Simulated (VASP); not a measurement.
# Ag in VASP: single point with PBE+D3(BJ)

Aim: the single point of Ag with PBE+D3(BJ).

All numbers are computed with VASP 6.6.1; they aren't measurements. Logs are shortened: lines on timing, memory, paths and dates and some standing lists are left out, and cuts for length are marked.

**1. The cell of the first run**

The cell holds a slab with vacuum, 3 atoms: a = 2.894 Å, b = 2.894 Å, c = 28.604 Å, α = 90.00°, β = 90.00°, γ = 120.00°.

**2. Single point, PBE+D3(BJ)**

File INCAR:

```
SYSTEM = Ag
PREC = Accurate ; ENCUT = 400
EDIFF = 1E-6 ; ISMEAR = 1
SIGMA = 0.1 ; LREAL = .False.
LASPH = .True. ; NELM = 120
ALGO = Normal ; ISIF = 2
LWAVE = .False. ; LCHARG = .False.
LDIPOL = .True. ; IDIPOL = 3
DIPOL = 0.5 0.5 0.327 ; GGA = PE
IVDW = 12 ; NBANDS = 24
GGA_COMPAT = .False. ; NELMDL = -8
```

File KPOINTS:

```
regular mesh
0
Gamma
  15 15 1
  0 0 0
```

File POSCAR:

```
Ag
1.0
    2.8939869520      0.0000000000      0.0000000000
   -1.4469934760      2.5062662187      0.0000000000
    0.0000000000      0.0000000000     28.6041771376
Ag
3
Direct
    0.0000000000      0.0000000000      0.2447195026
    0.6666666667      0.3333333333      0.3275452362
    0.3333333333      0.6666666667      0.4096622118
```

Potentials or basis: VASP PAW PBE potentials, release 64 (Ag).

The run is started by

```console
$ cat potpaw_PBE.64/Ag/POTCAR > POTCAR
$ mpirun -np 1 vasp_std > vasp.out
```

OUTCAR:

```text
SYSTEM = Ag
   PREC = Accurate
   ENCUT = 400
   EDIFF = 1E-6
   ISMEAR = 1
   LREAL = .False.
   LASPH = .True.
   NELM = 120
   ISIF = 2
   GGA = PE
   IVDW = 12
   NELMDL = -8
 IVDW          = 12

 ion  position               nearest neighbor table
   1  0.000  0.000  0.245-   2 2.90   2 2.90   2 2.90
   2  0.667  0.333  0.328-   3 2.88   3 2.88   3 2.88   1 2.90   1 2.90   1 2.90
   3  0.333  0.667  0.410-   2 2.88   2 2.88   2 2.88

  LATTYP: Found a hexagonal cell.
 ALAT       =     2.8939869520
 C/A-ratio  =     9.8840034914

  Lattice vectors:

 A1 = (   2.8939869520,   0.0000000000,   0.0000000000)
 A2 = (  -1.4469934760,   2.5062662187,   0.0000000000)
 A3 = (   0.0000000000,   0.0000000000,  28.6041771376)

Analysis of symmetry for initial positions (statically):
=====================================================================
 Subroutine PRICEL returns:
 Original cell was already a primitive cell.

 Routine SETGRP: Setting up the symmetry group for a
 hexagonal supercell.

 Subroutine GETGRP returns: Found  6 space group operations
 (whereof  6 operations were pure point group operations)
 out of a pool of 24 trial point group operations.

The static configuration has the point symmetry C_3v.

Analysis of symmetry for dynamics (positions and initial velocities):
=====================================================================
 Subroutine PRICEL returns:
 Original cell was already a primitive cell.

 Routine SETGRP: Setting up the symmetry group for a
 hexagonal supercell.

 Subroutine GETGRP returns: Found  6 space group operations
 (whereof  6 operations were pure point group operations)
 out of a pool of 24 trial point group operations.

The dynamic configuration has the point symmetry C_3v.

 Subroutine INISYM returns: Found  6 space group operations
 (whereof  6 operations are pure point group operations),
 and found     1 'primitive' translations

----------------------------------------------------------------------------------------

                                     Primitive cell

  volume of cell :     207.4690

  direct lattice vectors                    reciprocal lattice vectors
     2.893986952  0.000000000  0.000000000     0.345544060  0.199499956  0.000000000
    -1.446993476  2.506266219  0.000000000     0.000000000  0.398999912  0.000000000
     0.000000000  0.000000000 28.604177138     0.000000000  0.000000000  0.034959929

  length of vectors
     2.893986952  2.893986952 28.604177138     0.398999912  0.398999912  0.034959929

  position of ions in fractional coordinates (direct lattice)
     0.000000000  0.000000000  0.244719503
     0.666666667  0.333333333  0.327545236
     0.333333333  0.666666667  0.409662212

  ion indices of the primitive-cell ions
   primitive index   ion index
                 1           1
                 2           2
                 3           3

----------------------------------------------------------------------------------------

 KPOINTS: regular mesh

Automatic generation of k-mesh.
 Grid dimensions read from file:
 generate k-points for:   15   15    1

 Generating k-lattice:

  Cartesian coordinates                     Fractional coordinates (reciprocal lattice)
     0.023036271  0.013299997  0.000000000     0.066666667  0.000000000  0.000000000
     0.000000000  0.026599994  0.000000000     0.000000000  0.066666667  0.000000000
     0.000000000  0.000000000  0.034959929     0.000000000  0.000000000  1.000000000

  Length of vectors
     0.026599994  0.026599994  0.034959929

  Shift w.r.t. Gamma in fractional coordinates (k-lattice)
     0.000000000  0.000000000  0.000000000

 Subroutine IBZKPT returns following result:
 ===========================================

 Found     27 irreducible k-points:

 Following reciprocal coordinates:
            Coordinates               Weight
  0.000000  0.000000  0.000000      1.000000
  0.066667 -0.000000  0.000000      6.000000
  0.133333  0.000000  0.000000      6.000000
  0.200000 -0.000000  0.000000      6.000000
  0.266667  0.000000  0.000000      6.000000
  0.333333  0.000000  0.000000      6.000000
[... 16 lines left out ...]
  0.333333  0.200000  0.000000     12.000000
  0.400000  0.200000  0.000000      6.000000
 [... further k-points ...]
   k-points           NKPTS =     27   k-points in BZ     NKDIM =     27   number of bands    NBANDS=     24
   number of dos      NEDOS =    301   number of ions     NIONS =      3
   total plane-waves  NPLWV =  76800
   dimension x,y,z NGX =    20 NGY =   20 NGZ =  192
   dimension x,y,z NGXF=    40 NGYF=   40 NGZF=  384
   ions per type =               3
   NGX,Y,Z   is equivalent  to a cutoff of  11.49, 11.49, 11.16 a.u.
   NGXF,Y,Z  is equivalent  to a cutoff of  22.98, 22.98, 22.32 a.u.
 SYSTEM =  Ag
   PREC   = accura    normal or accurate (medium, high low for compatibility)
   ISTART =      0    job   : 0-new  1-cont  2-samecut
   ICHARG =      2    charge: 1-file 2-atom 10-const
   ISPIN  =      1    spin polarized calculation?
   LNONCOLLINEAR =      F non collinear calculations
   LSORBIT =      F    spin-orbit coupling
   LASPH  =      T    aspherical Exc in radial PAW
   ENCUT  =  400.0 eV  29.40 Ry    5.42 a.u.   4.72  4.72 46.65*2*pi/ulx,y,z
   NELM   =    120;   NELMIN=  2; NELMDL= -8     # of ELM steps
   EDIFF  = 0.1E-05   stopping-criterion for ELM
   LREAL  =      F    real-space projection
   EDIFFG = 0.1E-04   stopping-criterion for IOM
   NSW    =      0    number of steps for IOM
   IBRION =     -1    ionic relax: 0-MD 1-quasi-New 2-CG
   NFREE  =      0    steps in history (QN), initial steepest desc. (CG)
   ISIF   =      2    stress and relaxation
   ISYM   =      2    0-nonsym 1-usesym 2-fastsym
   POTIM  = 0.5000    time-step for ionic-motion
   TEBEG  =    0.0;   TEEND  =   0.0 temperature during run
   PSTRESS=    0.0 pullay stress
   NELECT =      33.0000    total number of electrons
   NUPDOWN=      -1.0000    fix difference up-down
   EMIN   =  10.00;   EMAX   =-10.00  energy-range for DOS
   EFERMI =   0.00;   METHOD = LEGACY
   ISMEAR =     1;   SIGMA  =   0.10  broadening in eV -4-tet -1-fermi 0-gaus
   EFERMI_NEDOS =   21; number of points for ismear=-14 and -15
   IALGO  =     38    algorithm
   IMIX   =      4    mixing-type and parameters
     AMIX     =   0.40;   BMIX     =  1.00
     AMIX_MAG =   1.60;   BMIX_MAG =  1.00
  volume/ion in A,a.u.               =      69.16       466.69
  Fermi-wavevector in a.u.,A,eV,Ry     =   0.887010  1.676205 10.704878  0.786786
  Thomas-Fermi vector in A             =   2.008251
   LORBIT       =      0    0 simple, 1 ext, 2 COOP (PROOUT), +10 PAW based schemes
   GGA     = PE    functional components
   LHFCALC =     F    Hartree Fock is set to
   AEXX    =    0.0000 exact exchange contribution
   IVDW    =    12    specifies the selected vdW correction
   LEPSILON=     F    determine dielectric tensor
   LRPA    =     F    only Hartree local field effects (RPA)
 non-spin polarized calculation
 Methfessel and Paxton  Order N= 1 SIGMA  =   0.10
  energy-cutoff  :      400.00
  volume of cell :      207.47
 maximum number of plane-waves:      3799
 NGX is ok and might be reduce to    20
   NGX =  9   NGY =  9   NGZ = 93

 dipolmoment           0.000000      0.000000      0.002128 electrons x Angstroem

 number of electron      33.0000005 magnetization

 dipolmoment           0.000000      0.000000     -0.000291 electrons x Angstroem

 Free energy of the ion-electron system (eV)
  ---------------------------------------------------
  ext. energy  EPLUGINS =         0.00000000
  ---------------------------------------------------
  free energy    TOTEN  =        -7.49841733 eV

  energy without entropy =       -7.49794928  energy(sigma->0) =       -7.49826131

 E-fermi :  -1.1943     XC(G=0):  -3.6249

 val. band max:       -1.2142882725   @ k =   0.1333   0.1333   0.0000
 cond. band min:      -1.1227026351   @ k =   0.2000   0.0667   0.0000
 fundamental gap:      0.0915856375
 Fermi energy:        -1.1943134560

 k-point     1 :       0.0000    0.0000    0.0000
  band No.  band energies     occupation
      1      -8.4408      2.00000
      2      -7.4802      2.00000
      3      -7.3384      2.00000
      4      -6.0552      2.00000
      5      -6.0394      2.00000
      6      -6.0394      2.00000
[... 16 lines left out ...]
     23       3.9901      0.00000
     24       4.3570      0.00000

 k-point     2 :       0.0667   -0.0000    0.0000
  band No.  band energies     occupation
      1      -8.3206      2.00000
      2      -7.4001      2.00000
      3      -7.2320      2.00000
      4      -6.0852      2.00000
      5      -6.0515      2.00000
      6      -5.9796      2.00000
[... 16 lines left out ...]
     23       4.0984      0.00000
     24       4.4532      0.00000

 k-point     3 :       0.1333    0.0000    0.0000
  band No.  band energies     occupation
      1      -7.9841      2.00000
      2      -7.1945      2.00000
      3      -6.9539      2.00000
      4      -6.2050      2.00000
      5      -6.1191      2.00000
      6      -6.0179      2.00000
[... 16 lines left out ...]
     23       4.4233      0.00000
     24       4.7437      0.00000
[... 514 lines left out ...]
 k-point    23 :       0.3333    0.2000    0.0000
  band No.  band energies     occupation
      1      -7.0359      2.00000
      2      -6.8988      2.00000
      3      -6.8479      2.00000
      4      -6.4673      2.00000
      5      -6.2837      2.00000
      6      -6.0016      2.00000
[... 16 lines left out ...]
     23       7.2105      0.00000
     24       7.6222      0.00000

 k-point    24 :       0.4000    0.2000    0.0000
  band No.  band energies     occupation
      1      -7.0630      2.00000
      2      -6.9278      2.00000
      3      -6.8482      2.00000
      4      -6.5003      2.00000
      5      -6.3098      2.00000
      6      -5.9637      2.00000
[... 16 lines left out ...]
     23       7.3964      0.00000
     24       7.7784      0.00000

 [... further k-points ...]

------------------------ aborting loop because EDIFF is reached ----------------------------------------

 vacuum level on the upper side and lower side of the slab       (xc-potential included)        -0.011        -0.005

 Edisp (eV)   -1.20761

 E8    (eV) :    -0.5522

  FORCE on cell =-STRESS in cart. coord.  units (eV):
  Direction    XX          YY          ZZ          XY          YZ          ZX
  --------------------------------------------------------------------------------------
  -------------------------------------------------------------------------------------
  Total      -1.38623    -1.38623    -0.17036    -0.00000     0.00000     0.00000
  in kB     -10.70514   -10.70514    -1.31561    -0.00000     0.00000     0.00000
  external pressure =       -7.58 kB  Pullay stress =        0.00 kB

 VOLUME and BASIS-vectors are now :
 -----------------------------------------------------------------------------
  energy-cutoff  :      400.00
  volume of cell :      207.47
      direct lattice vectors                 reciprocal lattice vectors
     2.893986952  0.000000000  0.000000000     0.345544060  0.199499956  0.000000000
    -1.446993476  2.506266219  0.000000000     0.000000000  0.398999912  0.000000000
     0.000000000  0.000000000 28.604177138     0.000000000  0.000000000  0.034959929

 POSITION                                       TOTAL-FORCE (eV/Angst)
 -----------------------------------------------------------------------------------
      0.00000      0.00000      7.00000         0.000000      0.000000      0.035096
      1.44699      0.83542      9.36916        -0.000000      0.000000     -0.061031
     -0.00000      1.67084     11.71805         0.000000     -0.000000      0.025935
 -----------------------------------------------------------------------------------
    total drift:                                0.000000     -0.000000      0.000097

  FREE ENERGIE OF THE ION-ELECTRON SYSTEM (eV)
  ---------------------------------------------------
  free  energy   TOTEN  =        -8.7060233487 eV

  energy  without entropy=       -8.7055553033  energy(sigma->0) =       -8.70586733

 vacuum level on the upper side and lower side of the slab         3.199         3.206
```

It took 3.4 min on 1 thread of Intel Xeon 8259CL, shared host; peak memory 0.28 GiB.

What came out:

```yaml
Free_energy: -8.7060 eV
Largest_force: 0.061 eV/Å
Dispersion_energy_per_atom: -0.403 eV
```

Forces in eV/Å, atoms in the order of the input:
```
Ag   0.000  0.000  0.035
Ag   0.000  0.000 -0.061
Ag   0.000  0.000  0.026
```
